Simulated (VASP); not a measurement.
Wanted: the native input for a VASP 6.6.1 run.

| Property | Result |
| --- | --- |
| Task | relaxation of shape and atoms at fixed volume |
| Functional | LDA |
| Potentials or basis | VASP PAW LDA potentials, release 64 (Ta_pv, N) |
| Cutoff | 600 eV |
| k mesh | 18 × 18 × 14 |
| Occupations | gaussian, width 0.1 eV |
| Spin | no spin polarisation |
| Dipole correction | no |
| Further INCAR settings | ALGO = Normal; EDIFF = 1e-06; IBRION = 2; EDIFFG = -0.01; NSW = 50; ISIF = 4 |

The structure of TaN lies in POSCAR:

```
TaN
1.0
    2.9951518454      0.0000000000      0.0000000000
   -1.4975759227      2.5938775863      0.0000000000
    0.0000000000      0.0000000000      2.9269635269
Ta N
1 1
Direct
    0.0000000000      0.0000000000      0.5000000000
    0.6666666667      0.3333333333      0.0000000000
```

The input as run:

INCAR

```
PREC = Accurate ; ENCUT = 600
EDIFF = 1E-6 ; ISMEAR = 0
SIGMA = 0.1 ; LREAL = F
LASPH = T ; NELM = 60
ALGO = Normal ; ISIF = 4
LWAVE = F ; LCHARG = F
GGA = CA ; IBRION = 2
NSW = 50 ; EDIFFG = -0.01
```

KPOINTS

```
regular mesh
0
Gamma
  18 18 14
```

Potentials or basis: VASP PAW LDA potentials, release 64 (Ta_pv, N).

The run is started by

```console
$ cat potpaw_LDA.64/Ta_pv/POTCAR potpaw_LDA.64/N/POTCAR > POTCAR
$ mpirun -np 1 vasp_std > vasp.out
```

It gave:

- Energy gained by relaxing: 0.0 meV/atom
- Ionic steps: 3
- Pressure after relaxing: -25.8 GPa
- Band gap on the k mesh: zero (bands 8 and 9 overlap by 0.36 eV)

Caveat: spin-orbit coupling is left out, which moves the levels of the heavy elements.

It took 68 s on 1 thread of Intel(R) Xeon(R) Platinum 8259CL CPU @ 2.50GHz (Skylake/Cascade Lake) (shared host), peak memory 0.22 GiB.
